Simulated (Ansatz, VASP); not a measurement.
# HfN in VASP and in Ansatz

INCAR

```
SYSTEM = HfN
PREC     = Accurate       ! precision mode
ENCUT    = 600            ! plane-wave cutoff, eV
EDIFF    = 1E-6           ! SCF threshold, eV
ISMEAR   = -1             ! smearing method
SIGMA    = 0.15           ! smearing width, eV
LREAL    = .False.        ! projectors in reciprocal space
LASPH    = .True.         ! aspherical terms in the spheres
NELM     = 60             ! most SCF steps
ALGO     = Normal         ! electronic algorithm
ISIF     = 3              ! what is computed and relaxed
LWAVE    = .False.        ! write WAVECAR
LCHARG   = .False.        ! write CHGCAR
GGA      = PE             ! functional
IBRION   = 2              ! ionic algorithm
NSW      = 80             ! ionic steps
EDIFFG   = -0.001         ! ionic threshold
```

Contents of KPOINTS:

```
Automatic mesh
0
Gamma
  16 16 16
  0 0 0
```

File POSCAR:

```
HfN
1.0
    0.0000000000      2.2739645516      2.2739645516
    2.2739645516      0.0000000000      2.2739645516
    2.2739645516      2.2739645516      0.0000000000
Hf N
1 1
Direct
    0.0000000000      0.0000000000      0.0000000000
    0.5000000000      0.5000000000      0.5000000000
```

Input for Ansatz:

```yaml
crystal:
  lattice:
    - [0.0, 2.2739645516, 2.2739645516]
    - [2.2739645516, 0.0, 2.2739645516]
    - [2.2739645516, 2.2739645516, 0.0]
  atoms:
    - { symbol: Hf, position: [0.0, 0.0, 0.0] }
    - { symbol: "N", position: [0.5, 0.5, 0.5] }
basis:
  ecutwfc: 420
kpoints:
  mp_grid: { grid: [16, 16, 16] }
hamiltonian:
  xc: pbe
  pseudopotentials: { kind: paw, azcp: { folder: soft_1 } }
scf:
  occupations: { method: fermi_dirac, width: 0.15 }
output:
  forces: true
  stress: true
  eigenvalues: true
relax:
  adjacent_minimum: "off"
  f_tol: 0.001
  max_steps: 60
  cell: { stress_tol: 0.01 }
```

Alike in both runs: task relaxation of cell and atoms; functional PBE; k mesh 16 × 16 × 16; occupations fermi-dirac, width 0.15 eV; no spin polarisation.

|  | VASP | Ansatz |
| --- | --- | --- |
| version | VASP 6.6.1 | Ansatz 0.2.0 |
| potentials or method | VASP PAW PBE potentials, release 64 (Hf_pv, N), cutoff 600 eV | scalar-relativistic, plane waves, PAW |
| valence electrons in the cell | 15 | 31 |

```csv
,VASP,Ansatz,Ansatz less VASP
"gap on the k mesh at the Fermi level, each at its own relaxed structure (eV)",none,none,-
relaxed volume (Å³/atom),11.66,11.77,+0.109
relaxed length of the cell vector where the two differ most in proportion (Å),3.207,3.217,+0.0100
```

A gap of «none» marks a metal or a gap that the smearing closes. VASP's potentials hold 15 valence electrons a cell and Ansatz's 31, so a difference there can come from the potentials and not from the codes.

Neither program's run includes spin-orbit coupling.
